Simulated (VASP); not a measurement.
# RbSn2 (Fd-3m) in VASP: relaxation of cell and atoms with PBE

Aim: the relaxation of cell and atoms of RbSn2 with PBE.

Program: VASP 6.6.1. These are calculated values, not measurements. Logs are shortened: lines on timing, memory, paths and dates and some standing lists are left out, and cuts for length are marked.

**1. The cell of the first run**

The structure is cubic, space group Fd-3m (No. 227). The conventional cell has a = 9.333 Å, b = 9.333 Å, c = 9.333 Å, α = 90.00°, β = 90.00°, γ = 90.00°. Rb (site symmetry -43m) has 12 Sn at 3.87 Å and 4 Rb at 4.04 Å within 5.1 Å. Sn (site symmetry -3m) has 6 Sn at 3.30 Å and 6 Rb at 3.87 Å within 4.3 Å.

**2. Relaxation of cell and atoms, PBE**

File INCAR:

```
PREC = Accurate
ENCUT = 600
EDIFF = 1E-6
ISMEAR = 0
SIGMA = 0.1
LREAL = F
LASPH = T
NELM = 60
ALGO = Fast
ISIF = 3
LWAVE = F
LCHARG = F
GGA = PE
IBRION = 2
NSW = 100
EDIFFG = -0.01
```

File KPOINTS:

```
Automatic mesh
0
Gamma
  8 8 8
```

File POSCAR:

```
RbSn2
1.0
    0.0000000000      4.6663042215      4.6663042215
    4.6663042215      0.0000000000      4.6663042215
    4.6663042215      4.6663042215      0.0000000000
Rb Sn
2 4
Direct
    0.0000000000      0.0000000000      0.0000000000
    0.2500000000      0.2500000000      0.2500000000
    0.6250000000      0.6250000000      0.6250000000
    0.1250000000      0.6250000000      0.6250000000
    0.6250000000      0.6250000000      0.1250000000
    0.6250000000      0.1250000000      0.6250000000
```

Potentials or basis: VASP PAW PBE potentials, release 64 (Rb_sv, Sn_d).

Started as:

```bash
$ cat potpaw_PBE.64/Rb_sv/POTCAR potpaw_PBE.64/Sn_d/POTCAR > POTCAR
$ mpirun -np 1 vasp_std > vasp.out
```

OUTCAR:

```text
PREC = Accurate
   ENCUT = 600
   EDIFF = 1E-6
   ISMEAR = 0
   LREAL = F
   LASPH = T
   NELM = 60
   ISIF = 3
   GGA = PE
   IBRION = 2
   NSW = 100
   EDIFFG = -0.01

 ion  position               nearest neighbor table
   1  0.000  0.000  0.000-   6 3.87   4 3.87   4 3.87   6 3.87   5 3.87   5 3.87   3 3.87   3 3.87
                             3 3.87   4 3.87   5 3.87   6 3.87   2 4.04   2 4.04   2 4.04   2 4.04
   2  0.250  0.250  0.250-   4 3.87   6 3.87   4 3.87   6 3.87   4 3.87   5 3.87   3 3.87   6 3.87
                             5 3.87   3 3.87   5 3.87   3 3.87   1 4.04   1 4.04   1 4.04   1 4.04
   3  0.625  0.625  0.625-   4 3.30   5 3.30   6 3.30   5 3.30   6 3.30   4 3.30   1 3.87   2 3.87
                             1 3.87   2 3.87   1 3.87   2 3.87
   4  0.125  0.625  0.625-   3 3.30   5 3.30   6 3.30   3 3.30   5 3.30   6 3.30   2 3.87   1 3.87
                             2 3.87   1 3.87   1 3.87   2 3.87
   5  0.625  0.625  0.125-   3 3.30   3 3.30   4 3.30   6 3.30   6 3.30   4 3.30   1 3.87   2 3.87
                             1 3.87   2 3.87   1 3.87   2 3.87
   6  0.625  0.125  0.625-   3 3.30   5 3.30   3 3.30   4 3.30   5 3.30   4 3.30   1 3.87   2 3.87
                             1 3.87   2 3.87   1 3.87   2 3.87

  LATTYP: Found a face centered cubic cell.
 ALAT       =     9.3326084430

  Lattice vectors:

 A1 = (   0.0000000000,   4.6663042215,   4.6663042215)
 A2 = (   4.6663042215,   0.0000000000,   4.6663042215)
 A3 = (   4.6663042215,   4.6663042215,   0.0000000000)

Analysis of symmetry for initial positions (statically):
=====================================================================
 Subroutine PRICEL returns:
 Original cell was already a primitive cell.

 Routine SETGRP: Setting up the symmetry group for a
 face centered cubic supercell.

 Subroutine GETGRP returns: Found 48 space group operations
 (whereof 24 operations were pure point group operations)
 out of a pool of 48 trial point group operations.

The static configuration has the point symmetry T_d .
 The point group associated with its full space group is O_h .

Analysis of symmetry for dynamics (positions and initial velocities):
=====================================================================
 Subroutine PRICEL returns:
 Original cell was already a primitive cell.

 Routine SETGRP: Setting up the symmetry group for a
 face centered cubic supercell.

 Subroutine GETGRP returns: Found 48 space group operations
 (whereof 24 operations were pure point group operations)
 out of a pool of 48 trial point group operations.

The dynamic configuration has the point symmetry T_d .
 The point group associated with its full space group is O_h .

 Subroutine INISYM returns: Found 48 space group operations
 (whereof 24 operations are pure point group operations),
 and found     1 'primitive' translations

----------------------------------------------------------------------------------------

                                     Primitive cell

  volume of cell :     203.2119

  direct lattice vectors                    reciprocal lattice vectors
     0.000000000  4.666304221  4.666304221    -0.107151179  0.107151179  0.107151179
     4.666304221  0.000000000  4.666304221     0.107151179 -0.107151179  0.107151179
     4.666304221  4.666304221  0.000000000     0.107151179  0.107151179 -0.107151179

  length of vectors
     6.599150716  6.599150716  6.599150716     0.185591287  0.185591287  0.185591287

  position of ions in fractional coordinates (direct lattice)
     0.000000000  0.000000000  0.000000000
     0.250000000  0.250000000  0.250000000
     0.625000000  0.625000000  0.625000000
     0.125000000  0.625000000  0.625000000
     0.625000000  0.625000000  0.125000000
     0.625000000  0.125000000  0.625000000

  ion indices of the primitive-cell ions
   primitive index   ion index
                 1           1
                 2           2
                 3           3
                 4           4
                 5           5
                 6           6

----------------------------------------------------------------------------------------

 KPOINTS: Automatic mesh

Automatic generation of k-mesh.
 Grid dimensions read from file:
 generate k-points for:    8    8    8

 Generating k-lattice:

  Cartesian coordinates                     Fractional coordinates (reciprocal lattice)
    -0.013393897  0.013393897  0.013393897     0.125000000  0.000000000  0.000000000
     0.013393897 -0.013393897  0.013393897     0.000000000  0.125000000  0.000000000
     0.013393897  0.013393897 -0.013393897     0.000000000  0.000000000  0.125000000

  Length of vectors
     0.023198911  0.023198911  0.023198911

  Shift w.r.t. Gamma in fractional coordinates (k-lattice)
     0.000000000  0.000000000  0.000000000

 Subroutine IBZKPT returns following result:
 ===========================================

 Found     29 irreducible k-points:

 Following reciprocal coordinates:
            Coordinates               Weight
  0.000000  0.000000  0.000000      1.000000
  0.125000  0.000000  0.000000      8.000000
  0.250000  0.000000  0.000000      8.000000
  0.375000  0.000000  0.000000      8.000000
  0.500000  0.000000  0.000000      4.000000
  0.125000  0.125000  0.000000      6.000000
[... 16 lines left out ...]
  0.500000  0.250000  0.125000     48.000000
 -0.375000  0.250000  0.125000     24.000000
 [... further k-points ...]
   k-points           NKPTS =     29   k-points in BZ     NKDIM =     29   number of bands    NBANDS=     44
   number of dos      NEDOS =    301   number of ions     NIONS =      6
   total plane-waves  NPLWV = 157464
   dimension x,y,z NGX =    54 NGY =   54 NGZ =   54
   dimension x,y,z NGXF=   108 NGYF=  108 NGZF=  108
   ions per type =               2   4
   NGX,Y,Z   is equivalent  to a cutoff of  13.60, 13.60, 13.60 a.u.
   NGXF,Y,Z  is equivalent  to a cutoff of  27.21, 27.21, 27.21 a.u.
 SYSTEM =  unknown system
   PREC   = accura    normal or accurate (medium, high low for compatibility)
   ISTART =      0    job   : 0-new  1-cont  2-samecut
   ICHARG =      2    charge: 1-file 2-atom 10-const
   ISPIN  =      1    spin polarized calculation?
   LNONCOLLINEAR =      F non collinear calculations
   LSORBIT =      F    spin-orbit coupling
   LASPH  =      T    aspherical Exc in radial PAW
   ENCUT  =  600.0 eV  44.10 Ry    6.64 a.u.  13.18 13.18 13.18*2*pi/ulx,y,z
   NELM   =     60;   NELMIN=  2; NELMDL= -5     # of ELM steps
   EDIFF  = 0.1E-05   stopping-criterion for ELM
   LREAL  =      F    real-space projection
   EDIFFG = -.1E-01   stopping-criterion for IOM
   NSW    =    100    number of steps for IOM
   IBRION =      2    ionic relax: 0-MD 1-quasi-New 2-CG
   NFREE  =      1    steps in history (QN), initial steepest desc. (CG)
   ISIF   =      3    stress and relaxation
   ISYM   =      2    0-nonsym 1-usesym 2-fastsym
   POTIM  = 0.5000    time-step for ionic-motion
   TEBEG  =    0.0;   TEEND  =   0.0 temperature during run
   PSTRESS=    0.0 pullay stress
   NELECT =      74.0000    total number of electrons
   NUPDOWN=      -1.0000    fix difference up-down
   EMIN   =  10.00;   EMAX   =-10.00  energy-range for DOS
   EFERMI =   0.00;   METHOD = LEGACY
   ISMEAR =     0;   SIGMA  =   0.10  broadening in eV -4-tet -1-fermi 0-gaus
   EFERMI_NEDOS =   21; number of points for ismear=-14 and -15
   IALGO  =     68    algorithm
   IMIX   =      4    mixing-type and parameters
     AMIX     =   0.40;   BMIX     =  1.00
     AMIX_MAG =   1.60;   BMIX_MAG =  1.00
  volume/ion in A,a.u.               =      33.87       228.56
  Fermi-wavevector in a.u.,A,eV,Ry     =   1.169057  2.209197 18.595005  1.366694
  Thomas-Fermi vector in A             =   2.305535
   LORBIT       =      0    0 simple, 1 ext, 2 COOP (PROOUT), +10 PAW based schemes
   GGA     = PE    functional components
   LHFCALC =     F    Hartree Fock is set to
   AEXX    =    0.0000 exact exchange contribution
   IVDW    =     0    specifies the selected vdW correction
   LEPSILON=     F    determine dielectric tensor
   LRPA    =     F    only Hartree local field effects (RPA)
 conjugate gradient relaxation of ions
 non-spin polarized calculation
 RMM-DIIS sequential band-by-band and
 Gauss-broadening in eV      SIGMA  =   0.10
  energy-cutoff  :      600.00
  volume of cell :      203.21
 maximum number of plane-waves:      6855
 NGX is ok and might be reduce to    54
   NGX = 27   NGY = 27   NGZ = 27

 number of electron      74.0000024 magnetization

 Free energy of the ion-electron system (eV)
  ---------------------------------------------------
  ext. energy  EPLUGINS =         0.00000000
  ---------------------------------------------------
  free energy    TOTEN  =       -18.21068117 eV

  energy without entropy =      -18.18382230  energy(sigma->0) =      -18.19725173

 E-fermi :   4.3316     XC(G=0):  -8.9657

 val. band max:        4.3207534066   @ k =   0.5000   0.3750   0.1250
 cond. band min:       4.3401604101   @ k =  -0.3750   0.1250   0.0000
 fundamental gap:      0.0194070035
 Fermi energy:         4.3315954660

 k-point     1 :       0.0000    0.0000    0.0000
  band No.  band energies     occupation
      1     -22.9216      2.00000
      2     -22.8716      2.00000
      3     -16.8381      2.00000
      4     -16.7836      2.00000
      5     -16.7836      2.00000
      6     -16.7836      2.00000
[... 36 lines left out ...]
     43       9.0565      0.00000
     44       9.0595      0.00000

 k-point     2 :       0.1250    0.0000    0.0000
  band No.  band energies     occupation
      1     -22.9202      2.00000
      2     -22.8730      2.00000
      3     -16.8333      2.00000
      4     -16.7827      2.00000
      5     -16.7827      2.00000
      6     -16.7819      2.00000
[... 1026 lines left out ...]
 k-point    24 :      -0.3750    0.2500    0.1250
  band No.  band energies     occupation
      1     -22.9053      2.00000
      2     -22.8878      2.00000
      3     -16.7953      2.00000
      4     -16.7751      2.00000
      5     -16.7590      2.00000
      6     -16.7495      2.00000
[... 36 lines left out ...]
     43       7.7840      0.00000
     44       8.8546      0.00000

 [... further k-points ...]

------------------------ aborting loop because EDIFF is reached ----------------------------------------

  FORCE on cell =-STRESS in cart. coord.  units (eV):
  Direction    XX          YY          ZZ          XY          YZ          ZX
  --------------------------------------------------------------------------------------
  -------------------------------------------------------------------------------------
  Total        0.0148146      0.0148146      0.0148146      0.0000000      0.0000000      0.0000000
  in kB        0.1168021      0.1168021      0.1168021      0.0000000      0.0000000      0.0000000
  external PRESSURE =       0.1168021 kB  Pullay stress =       0.0000000 kB

 VOLUME and BASIS-vectors are now :
 -----------------------------------------------------------------------------
  energy-cutoff  :      600.00
  volume of cell :      203.21
      direct lattice vectors                 reciprocal lattice vectors
     0.000000000  4.666304221  4.666304221    -0.107151179  0.107151179  0.107151179
     4.666304221  0.000000000  4.666304221     0.107151179 -0.107151179  0.107151179
     4.666304221  4.666304221  0.000000000     0.107151179  0.107151179 -0.107151179

 POSITION                                       TOTAL-FORCE (eV/Angst)
 -----------------------------------------------------------------------------------
      0.00000      0.00000      0.00000         0.000000      0.000000      0.000000
      2.33315      2.33315      2.33315        -0.000000     -0.000000     -0.000000
      5.83288      5.83288      5.83288         0.000000     -0.000000      0.000000
      5.83288      3.49973      3.49973         0.000000     -0.000000      0.000000
      3.49973      3.49973      5.83288         0.000000     -0.000000      0.000000
      3.49973      5.83288      3.49973         0.000000     -0.000000      0.000000
 -----------------------------------------------------------------------------------
    total drift:                               -0.000000      0.000000      0.000000

  FREE ENERGIE OF THE ION-ELECTRON SYSTEM (eV)
  ---------------------------------------------------
  free  energy   TOTEN  =       -18.2106811655 eV

  energy  without entropy=      -18.1838222990  energy(sigma->0) =      -18.19725173

 reached required accuracy - stopping structural energy minimisation
```

It took 30 min on 1 thread of Intel Xeon 8259CL, shared host; peak memory 0.52 GiB.

What came out:

- Free energy: -18.2107 eV
- Pressure after relaxing: 0.0 GPa
- Band gap on the k mesh: zero (bands 37 and 38 overlap by 1.98 eV)

Final structure:
```
Rb Sn
1.0
     0.00000    4.66630    4.66630
     4.66630    0.00000    4.66630
     4.66630    4.66630    0.00000
Rb Sn
2 4
Direct
  0.00000 0.00000 0.00000
  0.25000 0.25000 0.25000
  0.62500 0.62500 0.62500
  0.12500 0.62500 0.62500
  0.62500 0.62500 0.12500
  0.62500 0.12500 0.62500
```

Caveat: the relaxation stopped at its first step, so nothing moved; spin-orbit coupling is left out, which moves the levels of the heavy elements.
